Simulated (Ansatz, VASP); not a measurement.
BP in VASP and in Ansatz

The input INCAR:

```
SYSTEM = BP
ALGO = Normal ; EDIFF = 1E-7
ENCUT = 520 ; GGA = PE
ISIF = 2 ; ISMEAR = -1
LASPH = .True. ; LCHARG = .False.
LREAL = .False. ; LWAVE = .False.
NBANDS = 11 ; NELM = 80
PREC = Accurate ; SIGMA = 0.05
```

The input KPOINTS:

```
k-points
0
Gamma
  15 15 15
  0 0 0
```

POSCAR

```
BP
1.0
    0.0000000000      2.2383340787      2.2383340787
    2.2383340787      0.0000000000      2.2383340787
    2.2383340787      2.2383340787      0.0000000000
B P
1 1
Direct
    0.0000000000      0.0000000000      0.0000000000
    0.7500000000      0.7500000000      0.7500000000
```

Input for Ansatz:

```yaml
crystal:
  lattice:
    - [0.0, 2.2383340787, 2.2383340787]
    - [2.2383340787, 0.0, 2.2383340787]
    - [2.2383340787, 2.2383340787, 0.0]
  atoms:
    - { symbol: B, position: [0.0, 0.0, 0.0] }
    - { symbol: P, position: [0.75, 0.75, 0.75] }
kpoints:
  mp_grid: { grid: [15, 15, 15] }
  band_path:
    path:
      - [0.0, 0.0, 0.0]
      - [-0.5, -0.5, 0.0]
      - [-0.375, -0.375, 0.25]
      - [-0.375, 0.0, 0.375]
      - [0.0, 0.0, 0.0]
      - [0.0, 0.0, 0.5]
      - [-0.5, -0.25, 0.25]
      - [-0.5, -0.5, 0.0]
    npoints: 5
scf:
  occupations: { method: fermi_dirac, width: 0.05 }
hamiltonian:
  xc: pbe
  pseudopotentials: { kind: all_electron, lapw: { basis_error: 0.001 } }
output:
  forces: true
  stress: true
  eigenvalues: true
```

Change from the starting cell: volume scaled by 0.96.

Alike in both runs: task single point; functional PBE; k mesh 15 × 15 × 15; occupations fermi-dirac, width 0.05 eV; no spin polarisation.

|  | VASP | Ansatz |
| --- | --- | --- |
| version | VASP 6.6.1 | Ansatz 0.2.0 |
| potentials or method | VASP PAW PBE potentials, release 64 (B, P), cutoff 520 eV | all-electron LAPW, scalar-relativistic |

VASP gave:

* pressure (GPa): 8.2

**Question.** What did Ansatz give for the same quantities?

**Answer.** Pressure (GPa): 8.4.

Ansatz ran all-electron here, and VASP with PAW potentials.
